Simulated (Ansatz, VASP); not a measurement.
## Co in VASP and in Ansatz

Contents of INCAR:

```
SYSTEM = Co
PREC = Accurate
ENCUT = 690
EDIFF = 1E-6
ISMEAR = -1
SIGMA = 0.05
LREAL = .False.
LASPH = .True.
NELM = 200
ALGO = Normal
ISIF = 2
LWAVE = .False.
LCHARG = .False.
ISPIN = 2
MAGMOM = 3
LORBIT = 11
NUPDOWN = 3.0
LMAXMIX = 4
GGA = PE
NBANDS = 18
GGA_COMPAT = .False.
```

KPOINTS

```
Automatic mesh
0
Gamma
  11 11 11
  0 0 0
```

Contents of POSCAR:

```
Co
1.0
   -1.4145745000      1.3929095500      1.3921574700
    1.4429802800     -1.3751271500      1.4027808400
    1.4112696000      1.3718222500     -1.3743750600
Co
1
Direct
    0.0000000000      0.0000000000      0.0000000000
```

File input.yaml:

```yaml
crystal:
  lattice:
    - [-1.4145745, 1.39290955, 1.39215747]
    - [1.44298028, -1.37512715, 1.40278084]
    - [1.4112696, 1.37182225, -1.37437506]
  atoms:
    - { symbol: Co, position: [0.0, 0.0, 0.0], spin: 3.0 }
hamiltonian:
  xc: pbe
  pseudopotentials: { kind: paw }
magnetization:
  spin_polarized: true
  initial_magnetization: 3.0
  spin_locking: { lock_magnetization: hard }
kpoints:
  mp_grid: { grid: [11, 11, 11] }
scf:
  occupations: { method: fermi_dirac, width: 0.05 }
  lower_state_search: "off"
output:
  forces: true
  stress: true
  eigenvalues: true
```

Alike in both runs: task single point; functional PBE; k mesh 11 × 11 × 11; occupations fermi-dirac, width 0.05 eV; collinear spin; fixed moment 3 μB.

|  | VASP | Ansatz |
| --- | --- | --- |
| version | VASP 6.6.1 | Ansatz 0.2.0 |
| potentials or method | VASP PAW PBE potentials, release 64 (Co_sv) | Ansatz PAW |
| plane-wave cutoff (eV) | 690 | 420 |
| valence electrons in the cell | 17 | 17 |

VASP gave:

```
net moment per atom (μB)                                      : 3.00
size of the moment on the site where the two differ most (μB) : 2.70
```

Q: Estimate Ansatz's values.

A: net moment per atom (μB): 3.00; size of the moment on the site where the two differ most (μB): 2.78.

Site moments also hang on the region over which each program counts them. With one functional, cell and mesh, what is left measures potentials, basis and numerics.
